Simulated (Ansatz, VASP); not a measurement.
**Two plane-wave programs on RbTl4Ag3**

INCAR

```
SYSTEM = RbTl4Ag3
ALGO = Normal
EDIFF = 1E-6
ENCUT = 520
GGA = PE
ISIF = 2
ISMEAR = -1
LASPH = .TRUE.
LCHARG = .TRUE.
LDAU = .TRUE.
LDAUJ = 0 0 0
LDAUL = -1 -1 2
LDAUPRINT = 1
LDAUTYPE = 2
LDAUU = 0 0 4
LELF = .TRUE.
LMAXMIX = 4
LREAL = .FALSE.
LVHAR = .TRUE.
LWAVE = .FALSE.
NBANDS = 57
NELM = 150
PREC = Accurate
SIGMA = 0.0653
```

The input KPOINTS:

```
k-points
0
G
  5 5 5
  0 0 0
```

POSCAR

```
RbTl4Ag3
1.0
    4.5304280000      0.0000000000      0.0000000000
   -2.2652140000      3.9234690000      0.0000000000
   -2.2652140000      1.3078230000     12.4673120000
Rb Tl Ag
1 4 3
Direct
    0.5000000000      0.5000000000      0.5000000000
    0.0864700000      0.9135300000      0.2594100000
    0.9135300000      0.0864700000      0.7405900000
    0.3024200000      0.6975800000      0.9072600000
    0.6975800000      0.3024200000      0.0927400000
    0.2310000000      0.7690000000      0.6930000000
    0.7690000000      0.2310000000      0.3070000000
    0.0000000000      0.0000000000      0.0000000000
```

Input for Ansatz:

```yaml
crystal:
  lattice:
    - [4.530428, 0.0, 0.0]
    - [-2.265214, 3.923469, 0.0]
    - [-2.265214, 1.307823, 12.467312]
  atoms:
    - { symbol: Rb, position: [0.5, 0.5, 0.5] }
    - { symbol: Tl, position: [0.08647, 0.91353, 0.25941] }
    - { symbol: Tl, position: [0.91353, 0.08647, 0.74059] }
    - { symbol: Tl, position: [0.30242, 0.69758, 0.90726] }
    - { symbol: Tl, position: [0.69758, 0.30242, 0.09274] }
    - { symbol: Ag, position: [0.231, 0.769, 0.693] }
    - { symbol: Ag, position: [0.769, 0.231, 0.307] }
    - { symbol: Ag, position: [0.0, 0.0, 0.0] }
  symmetry: { tolerance: 0.0003 }
kpoints:
  mp_grid: { grid: [5, 5, 5], shift: [0, 0, 0] }
magnetization:
  spin_polarized: false
scf:
  occupations: { method: fermi_dirac, width: 0.0653 }
  initial_density: { chi_scale: 0.3 }
hamiltonian:
  pseudopotentials: { kind: paw }
  xc: pbe
  hubbard: { sites: [{ species: Ag, l: d, u_eff: 4.0 }], double_counting: fll }
basis:
  ecutwfc: 420
output:
  forces: true
  stress: true
  eigenvalues: true
```

Alike in both runs: task single point; functional PBE; k mesh 5 × 5 × 5; occupations fermi-dirac, width 0.0653 eV; no spin polarisation; Hubbard terms Ag d U = 4.0 eV.

```csv
,VASP,Ansatz
version,VASP 6.6.1,Ansatz 0.2.0
potentials or method,"VASP PAW PBE potentials, release 64 (Rb_sv, Tl_d, Ag), cutoff 520 eV",PAW plane waves
valence electrons in the cell,94,118
```

|  | VASP | Ansatz | Ansatz less VASP |
| --- | --- | --- | --- |
| gap on the k mesh at the Fermi level (eV) | none | none | - |
| pressure (GPa) | 7.4 | 8.4 | +1.02 |
| traceless stress, the component that is largest in VASP (GPa) | -1.49 | -1.67 | -0.176 |
| rms of the force components (eV/Å) | 0.434 | 0.502 | +0.0679 |

The programs project onto different local orbitals, so the same U acts differently, and such runs can settle in different states. Atom by atom the forces differ by 0.069 eV/Å (rms over components). A gap of «none» marks a metal or a gap that the smearing closes. VASP's potentials hold 94 valence electrons a cell and Ansatz's 118, so a difference there can come from the potentials and not from the codes. Ansatz's warnings: filled band counts differ across k points, structure snapped to symmetry.

Spin-orbit coupling is off throughout.
